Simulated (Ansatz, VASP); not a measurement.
## MgO in VASP and in Ansatz

File INCAR:

```
PREC = Accurate ; ENCUT = 520
EDIFF = 1E-6 ; ISMEAR = 0
SIGMA = 0.05 ; LREAL = F
LASPH = T ; NELM = 100
ALGO = Normal ; ISIF = 2
LWAVE = F ; LCHARG = T
GGA = PE ; LELF = T
LVHAR = T ; NBANDS = 16
```

File KPOINTS:

```
Automatic mesh
0
Gamma
  9 9 6
```

The input POSCAR:

```
MgO
1.0
    3.4802931548      0.0000000000      0.0000000000
   -1.7401465774      3.0140222847      0.0000000000
    0.0000000000      0.0000000000      4.3381600378
Mg O
2 2
Direct
    0.6778828062      0.3333333333      0.7500000000
    0.3445494728      0.6666666667      0.2500000000
    0.6496275848      0.3333333333      0.2500000000
    0.3162942515      0.6666666667      0.7500000000
```

Input for Ansatz:

```yaml
crystal:
  lattice:
    - [3.4802931548, 0.0, 0.0]
    - [-1.7401465774, 3.0140222847, 0.0]
    - [0.0, 0.0, 4.3381600378]
  atoms:
    - { symbol: Mg, position: [0.6778828062, 0.3333333333, 0.75] }
    - { symbol: Mg, position: [0.3445494728, 0.6666666667, 0.25] }
    - { symbol: O, position: [0.6496275848, 0.3333333333, 0.25] }
    - { symbol: O, position: [0.3162942515, 0.6666666667, 0.75] }
basis:
  ecutwfc: 520.0
kpoints:
  mp_grid: { grid: [9, 9, 6] }
hamiltonian:
  xc: pbe
  pseudopotentials: { kind: paw, azcp: { folder: soft_1 } }
scf:
  occupations: { method: gaussian, width: 0.05 }
output:
  forces: true
  stress: true
  eigenvalues: true
  write_density: true
  write_potential: true
  elf: true
  volumetric_format: npy
```

Change from the starting cell: mode 8 frozen in at -0.060 Å, strain +e along z and -e/2 along x and y +0.0233.

Alike in both runs: task single point; functional PBE; k mesh 9 × 9 × 6; occupations gaussian, width 0.05 eV; no spin polarisation.

|  | VASP | Ansatz |
| --- | --- | --- |
| version | VASP 6.6.1 | Ansatz 0.2.0 |
| potentials or method | VASP PAW PBE potentials, release 64 (Mg, O), cutoff 520 eV | scalar-relativistic, plane waves, PAW |
| valence electrons in the cell | 16 | 32 |

|  | VASP | Ansatz | Ansatz less VASP |
| --- | --- | --- | --- |
| gap on the k mesh at the Fermi level (eV) | 3.20 | 3.23 | +0.021 |
| least direct gap on the mesh (eV) | 3.20 | 3.23 | +0.021 |
| pressure (GPa) | 0.5 | 1.1 | +0.56 |
| traceless stress, the component that is largest in VASP (GPa) | -4.41 | -4.27 | +0.141 |
| rms of the force components (eV/Å) | 0.549 | 0.544 | -0.0057 |

Atom by atom the forces differ by 0.006 eV/Å (rms over components). VASP's potentials hold 16 valence electrons a cell and Ansatz's 32, so a difference there can come from the potentials and not from the codes.
